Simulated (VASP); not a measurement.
# MoPb2 (P6/mmm) in VASP: notebook, part 2 of 2

VASP 6.6.1.

## Step 3: Relaxation of cell and atoms, PBE

This run uses another cell than the first one, of 23.58 Å³/atom, 0.968 times its volume.

INCAR

```
SYSTEM = MoPb2
PREC = Accurate
ENCUT = 600
EDIFF = 1E-6
ISMEAR = 0
SIGMA = 0.1
LREAL = .False.
LASPH = .True.
NELM = 80
ALGO = Normal
ISIF = 3
LWAVE = .False.
LCHARG = .False.
GGA = PE
IBRION = 2
NSW = 90
EDIFFG = -0.04
```

KPOINTS

```
regular mesh
0
Gamma
  6 6 6
  0 0 0
```

POSCAR

```
MoPb2
1.0
    4.8789367515      0.0000000000      0.0000000000
   -2.4394683758      4.2252831703      0.0000000000
    0.0000000000      0.0000000000      3.4316694468
Mo Pb
1 2
Direct
    0.0000000000      0.0000000000      0.0000000000
    0.3333333333      0.6666666667      0.5000000000
    0.6666666667      0.3333333333      0.5000000000
```

Potentials or basis: VASP PAW PBE potentials, release 64 (Mo_sv, Pb_d).

On the command line:

```
cat potpaw_PBE.64/Mo_sv/POTCAR potpaw_PBE.64/Pb_d/POTCAR > POTCAR
mpirun -np 1 vasp_std > vasp.out
```

OUTCAR:

```text
SYSTEM = MoPb2
   PREC = Accurate
   ENCUT = 600
   EDIFF = 1E-6
   ISMEAR = 0
   LREAL = .False.
   LASPH = .True.
   NELM = 80
   ISIF = 3
   GGA = PE
   IBRION = 2
   NSW = 90
   EDIFFG = -0.04

 ion  position               nearest neighbor table
   1  0.000  0.000  0.000-   2 3.30   3 3.30   2 3.30   3 3.30   3 3.30   3 3.30   2 3.30   2 3.30
                             3 3.30   3 3.30   2 3.30   2 3.30
   2  0.333  0.667  0.500-   3 2.82   3 2.82   3 2.82   1 3.30   1 3.30   1 3.30   1 3.30   1 3.30
                             1 3.30
   3  0.667  0.333  0.500-   2 2.82   2 2.82   2 2.82   1 3.30   1 3.30   1 3.30   1 3.30   1 3.30
                             1 3.30

  LATTYP: Found a hexagonal cell.
 ALAT       =     4.8789367515
 C/A-ratio  =     0.7033642004

  Lattice vectors:

 A1 = (   4.8789367515,   0.0000000000,   0.0000000000)
 A2 = (  -2.4394683758,   4.2252831703,   0.0000000000)
 A3 = (   0.0000000000,   0.0000000000,   3.4316694468)

Analysis of symmetry for initial positions (statically):
=====================================================================
 Subroutine PRICEL returns:
 Original cell was already a primitive cell.

 Routine SETGRP: Setting up the symmetry group for a
 hexagonal supercell.

 Subroutine GETGRP returns: Found 24 space group operations
 (whereof 24 operations were pure point group operations)
 out of a pool of 24 trial point group operations.

The static configuration has the point symmetry D_6h.

Analysis of symmetry for dynamics (positions and initial velocities):
=====================================================================
 Subroutine PRICEL returns:
 Original cell was already a primitive cell.

 Routine SETGRP: Setting up the symmetry group for a
 hexagonal supercell.

 Subroutine GETGRP returns: Found 24 space group operations
[... 125 lines left out ...]
     AMIX_MAG =   1.60;   BMIX_MAG =  1.00
  volume/ion in A,a.u.               =      23.58       159.13
  Fermi-wavevector in a.u.,A,eV,Ry     =   1.375928  2.600127 25.758257  1.893178
  Thomas-Fermi vector in A             =   2.501219
   LORBIT       =      0    0 simple, 1 ext, 2 COOP (PROOUT), +10 PAW based schemes
   GGA     = PE    functional components
   LHFCALC =     F    Hartree Fock is set to
   AEXX    =    0.0000 exact exchange contribution
   IVDW    =     0    specifies the selected vdW correction
   LEPSILON=     F    determine dielectric tensor
   LRPA    =     F    only Hartree local field effects (RPA)
 conjugate gradient relaxation of ions
 non-spin polarized calculation
 Gauss-broadening in eV      SIGMA  =   0.10
  energy-cutoff  :      600.00
  volume of cell :       70.74
 maximum number of plane-waves:      2402
 NGX is ok and might be reduce to    40
   NGX = 19   NGY = 19   NGZ = 13

--------------------------------------- Ionic step        1  -------------------------------------------

 number of electron      42.0000000 magnetization

 Free energy of the ion-electron system (eV)
  ---------------------------------------------------
  ext. energy  EPLUGINS =         0.00000000
  ---------------------------------------------------
  free energy    TOTEN  =       -13.95108083 eV

  energy without entropy =      -13.92621536  energy(sigma->0) =      -13.93864810

------------------------ aborting loop because EDIFF is reached ----------------------------------------

  FORCE on cell =-STRESS in cart. coord.  units (eV):
  Direction    XX          YY          ZZ          XY          YZ          ZX
  --------------------------------------------------------------------------------------
  -------------------------------------------------------------------------------------
  Total        5.6311506      5.6311506     -4.3453624     -0.0000000      0.0000000      0.0000000
  in kB      127.5326171    127.5326171    -98.4124691     -0.0000000      0.0000000      0.0000000
  external PRESSURE =      52.2175884 kB  Pullay stress =       0.0000000 kB
[... 209 lines left out ...]
--------------------------------------- Ionic step        7  -------------------------------------------

 number of electron      41.9999994 magnetization

 Free energy of the ion-electron system (eV)
  ---------------------------------------------------
  ext. energy  EPLUGINS =         0.00000000
  ---------------------------------------------------
  free energy    TOTEN  =       -14.94318590 eV

  energy without entropy =      -14.93049499  energy(sigma->0) =      -14.93684045

 E-fermi :   8.8850     XC(G=0): -11.1726

 val. band max:        8.8572603863   @ k =   0.5000  -0.0000   0.5000
 cond. band min:       8.9724568000   @ k =   0.5000  -0.0000   0.1667
 fundamental gap:      0.1151964136
 Fermi energy:         8.8849555485

 k-point     1 :       0.0000    0.0000    0.0000
  band No.  band energies     occupation
      1     -52.1379      2.00000
      2     -26.1422      2.00000
      3     -26.1422      2.00000
      4     -26.1038      2.00000
      5      -8.8201      2.00000
      6      -8.6034      2.00000
[... 661 lines left out ...]
     24      10.2979      0.00000
     25      10.3468      0.00000

 [... further k-points ...]
[... 5 lines left out ...]
  --------------------------------------------------------------------------------------
  -------------------------------------------------------------------------------------
  Total        0.0208532      0.0208532     -0.0921178     -0.0000000      0.0000000      0.0000000
  in kB        0.4568456      0.4568456     -2.0180903     -0.0000000      0.0000000      0.0000000
  external PRESSURE =      -0.3681331 kB  Pullay stress =       0.0000000 kB
[... 18 lines left out ...]
  FREE ENERGIE OF THE ION-ELECTRON SYSTEM (eV)
  ---------------------------------------------------
  free  energy   TOTEN  =       -14.9431858999 eV

  energy  without entropy=      -14.9304949935  energy(sigma->0) =      -14.93684045

 reached required accuracy - stopping structural energy minimisation
```

Wall time 3.2 min (1 thread of Oxide Virtual Turin-like, shared host); peak memory 0.21 GiB.

Results:

* Free energy: -14.9432 eV
* Relaxed volume: 24.38 Å³/atom
* Relaxed cell: a = 5.321 Å, b = 5.321 Å, c = 2.982 Å, α = 90.00°, β = 90.00°, γ = 120.00°
* Space group after relaxing (to 0.05 Å): P6/mmm (No. 191)
* Energy gained by relaxing: 330.7 meV/atom
* Ionic steps: 7
* Pressure after relaxing: 0.0 GPa
* Band gap on the k mesh: zero (band 21 reaches 9.90 eV, above the bottom of band 22 at 8.60 eV)

The path:
| step | energy change (eV) | largest force (eV/Å) | pressure (GPa) | volume (Å³) |
| --- | --- | --- | --- | --- |
| 1 | 0.0000 | 0.0000 | 5.22 | 70.74 |
| 2 | -0.7903 | 0.0000 | -4.56 | 78.26 |
| 3 | -0.8270 | 0.0000 | -5.65 | 79.82 |
| 4 | -0.8051 | 0.0000 | 3.29 | 71.84 |
| 5 | -0.9606 | 0.0000 | -2.37 | 75.84 |
| 6 | -0.9900 | 0.0000 | 0.58 | 72.48 |
| 7 | -0.9921 | 0.0000 | -0.04 | 73.13 |

Final structure:
```yaml
crystal:
  lattice:
    - [5.32146, 0.00000, 0.00000]
    - [-2.66073, 4.60852, 0.00000]
    - [0.00000, 0.00000, 2.98210]
  atoms:
    - { symbol: Mo, position: [0.00000, 0.00000, 0.00000] }
    - { symbol: Pb, position: [0.33333, 0.66667, 0.50000] }
    - { symbol: Pb, position: [0.66667, 0.33333, 0.50000] }
```

Levels at points of the mesh, in eV from the Fermi level:
| k point | band 19 | band 20 | band 21 | band 22 | band 23 | band 24 |
| --- | --- | --- | --- | --- | --- | --- |
| (0.00, 0.00, 0.00) | -2.64 | -0.22 | -0.22 | 1.08 | 1.08 | 1.66 |
| (0.50, 0.00, 0.00) | -1.95 | -1.13 | 0.30 | 0.96 | 1.08 | 2.49 |
| (0.00, 0.00, 0.50) | -2.08 | -0.80 | -0.29 | -0.29 | 0.17 | 0.17 |
| (0.50, 0.00, 0.50) | -3.03 | -0.68 | -0.05 | -0.03 | 0.16 | 1.58 |

Caveat: spin-orbit coupling is left out, which moves the levels of the heavy elements.

## Step 4: Single point, PBE

This run uses another cell than the first one, of 24.30 Å³/atom, 0.997 times its volume.

INCAR

```
SYSTEM = MoPb2
PREC     = Accurate       ! precision mode
ENCUT    = 520            ! plane-wave cutoff, eV
EDIFF    = 1E-6           ! SCF threshold, eV
ISMEAR   = 0              ! smearing method
SIGMA    = 0.1            ! smearing width, eV
LREAL    = .FALSE.        ! projectors in reciprocal space
LASPH    = .TRUE.         ! aspherical terms in the spheres
NELM     = 60             ! most SCF steps
ALGO     = Fast           ! electronic algorithm
ISIF     = 2              ! what is computed and relaxed
LWAVE    = .FALSE.        ! write WAVECAR
LCHARG   = .FALSE.        ! write CHGCAR
GGA      = PE             ! functional
NBANDS   = 28             ! bands
```

KPOINTS

```
Automatic mesh
0
G
  12 12 16
  0 0 0
```

POSCAR

```
MoPb2
1.0
    5.3360172089      0.0000000000      0.0000000000
   -2.6680086044      4.6211264579      0.0000000000
    0.0000000000      0.0000000000      2.9568779803
Mo Pb
1 2
Direct
    0.0000000000      0.0000000000      0.0000000000
    0.3333333333      0.6666666667      0.5000000000
    0.6666666667      0.3333333333      0.5000000000
```

On the command line:

```
cat potpaw_PBE.64/Mo_sv/POTCAR potpaw_PBE.64/Pb_d/POTCAR > POTCAR
mpirun -np 1 vasp_std > vasp.out
```

It took 3.2 min on 1 thread of Oxide Virtual Turin-like, shared host; peak memory 0.39 GiB.

It converged, with:

- Free energy: -14.9974 eV
- Pressure: 0.0 GPa
- Band gap on the k mesh: zero (band 21 reaches 10.06 eV, above the bottom of band 22 at 8.65 eV)

Levels at points of the mesh, in eV from the Fermi level:
```
           k point  band 18  band 19  band 20  band 21  band 22  band 23  band 24  band 25
(0.00, 0.00, 0.00)    -3.83    -2.59    -0.26    -0.26     1.21     1.21     1.64     1.87
(0.50, 0.00, 0.00)    -3.93    -1.94    -1.15     0.28     1.09     1.21     2.39     4.69
(0.00, 0.00, 0.50)    -2.05    -2.05    -0.89    -0.26    -0.26     0.22     0.22     2.26
(0.50, 0.00, 0.50)    -3.26    -2.99    -0.66    -0.01    -0.01     0.24     1.57     1.89
```

Caveat: spin-orbit coupling is left out, which moves the levels of the heavy elements.

## Step 5: Summary

| task | cell | k mesh | cutoff (eV) | gap on the mesh (eV) | pressure (GPa) |
| --- | --- | --- | --- | --- | --- |
| single point | a = 5.322, b = 5.322, c = 2.981 Å, angles 90.0, 90.0, 120.0°, 3 atoms | 6 × 6 × 6 | 520 | none | -0.1 |
| relaxation of cell and atoms | relaxed from a = 4.879, b = 4.879, c = 3.432 Å, angles 90.0, 90.0, 120.0°, 3 atoms | 6 × 6 × 6 | 600 | none | 0.0 |
| single point | a = 5.336, b = 5.336, c = 2.957 Å, angles 90.0, 90.0, 120.0°, 3 atoms | 12 × 12 × 16 | 520 | none | 0.0 |

Alike in all rows: level PBE; potentials or basis VASP PAW PBE potentials, release 64 (Mo_sv, Pb_d); no spin polarisation; smearing gaussian 0.1 eV.

Caveats: spin-orbit coupling is left out, which moves the levels of the heavy elements.

Total energies depend on the potentials used, so only differences within one code and one set of settings carry meaning.
